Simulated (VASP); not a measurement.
Wanted: the native input for a VASP 6.6.1 run.

| Property | Result |
| --- | --- |
| Task | single point |
| Functional | PBE |
| Potentials or basis | VASP PAW PBE potentials, release 64 (W_sv, C) |
| Cutoff | 520 eV |
| k mesh | 18 × 18 × 16 |
| Occupations | gaussian, width 0.15 eV |
| Spin | no spin polarisation |
| Dipole correction | no |
| Further INCAR settings | ALGO = Normal; EDIFF = 1e-06; NBANDS = 16 |

The structure of WC lies in POSCAR:

```
WC
1.0
    2.9005014360      0.0000000000      0.0000000000
   -1.4502507180      2.5119079273      0.0000000000
    0.0000000000      0.0000000000      2.8290000000
W C
1 1
Direct
    0.0000000000      0.0000000000      0.0000000000
    0.6149514708      0.3333333333      0.4469777306
```

This cell differs from its parent crystal: atom 2 (C) moved by (-0.150, -0.150) A along x and z.

These files were run (other wordings do the same):

INCAR

```
  PREC = Accurate
  ENCUT = 520
  EDIFF = 1E-6
  ISMEAR = 0
  SIGMA = 0.15
  LREAL = F
  LASPH = T
  NELM = 100
  ALGO = Normal
  ISIF = 2
  LWAVE = F
  LCHARG = F
  GGA = PE
  NBANDS = 16
```

KPOINTS

```
Automatic mesh
0
Gamma
  18 18 16
```

Potentials or basis: VASP PAW PBE potentials, release 64 (W_sv, C).

Run with:

```console
$ cat potpaw_PBE.64/W_sv/POTCAR potpaw_PBE.64/C/POTCAR > POTCAR
$ mpirun -np 1 vasp_std > vasp.out
```

It gave:

```
Pressure               : 18.5 GPa
Largest force          : 3.564 eV/Å
Band gap on the k mesh : zero (band 9 reaches 11.99 eV, above the bottom of band 10 at 10.86 eV)
```

Caveat: the cell differs from its parent crystal (atom 2 (C) moved by (-0.150, -0.150) A along x and z); spin-orbit coupling is left out, which moves the levels of the heavy elements; forces of over 1 eV/Å act on the atoms, so gaps and moduli don't describe the material at rest.

It took 5.9 min on 1 thread of AMD EPYC 7R13 (shared host), peak memory 0.89 GiB.
